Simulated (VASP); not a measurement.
Wanted: the native input for a VASP 6.6.1 run.

| Property | Result |
| --- | --- |
| Task | single point |
| Functional | PBE |
| Potentials or basis | VASP PAW PBE potentials, release 64 (V_sv, S) |
| Cutoff | 500 eV |
| k mesh | 4 × 4 × 4 |
| Occupations | gaussian, width 0.1 eV |
| Spin | collinear spin, ferrimagnetic start |
| Starting moments | [2.58, 2.58, -0.39, -0.39, -0.39, -0.39, -0.39, -0.39] μB |
| Dipole correction | no |
| Further INCAR settings | ALGO = Normal; EDIFF = 1e-06; NBANDS = 45 |

The structure of VS3 lies in POSCAR:

```
VS3
1.0
    4.9141893485      0.0000000000      0.0000000000
    0.0000000000      4.9141893485      0.0000000000
    0.0000000000      0.0000000000      4.9141893485
V S
2 6
Direct
    0.0000000000      0.0000000000      0.0000000000
    0.5000000000      0.5000000000      0.5000000000
    0.0000000000      0.5000000000      0.2500000000
    0.0000000000      0.5000000000      0.7500000000
    0.2500000000      0.0000000000      0.5000000000
    0.7500000000      0.0000000000      0.5000000000
    0.5000000000      0.7500000000      0.0000000000
    0.5000000000      0.2500000000      0.0000000000
```

The input as run:

INCAR

```
SYSTEM = VS3
PREC = Accurate ; ENCUT = 500
EDIFF = 1E-6 ; ISMEAR = 0
SIGMA = 0.1 ; LREAL = .False.
LASPH = .True. ; NELM = 200
ALGO = Normal ; ISIF = 2
LWAVE = .False. ; LCHARG = .False.
ISPIN = 2 ; MAGMOM = 2.58 2.58 -0.39 -0.39 -0.39 -0.39 -0.39 -0.39
LORBIT = 11 ; LMAXMIX = 4
GGA = PE ; NBANDS = 45
GGA_COMPAT = .False.
```

KPOINTS

```
Automatic mesh
0
Gamma
  4 4 4
  0 0 0
```

Potentials or basis: VASP PAW PBE potentials, release 64 (V_sv, S).

The run is started by

```console
$ cat potpaw_PBE.64/V_sv/POTCAR potpaw_PBE.64/S/POTCAR > POTCAR
$ mpirun -np 1 vasp_std > vasp.out
```

Results of the run:

| Property | Result |
| --- | --- |
| Pressure | -3.4 GPa |
| Band gap on the k mesh | zero (filled and empty bands overlap) |
| Net moment | 0.00 μB per cell |
| Valence electrons inside the program's atomic spheres | V 11.19; S 3.60 |

It took 2.5 min on 1 thread of AMD EPYC 7R43 64-Core Processor (Zen 3) (shared host), peak memory 0.24 GiB.
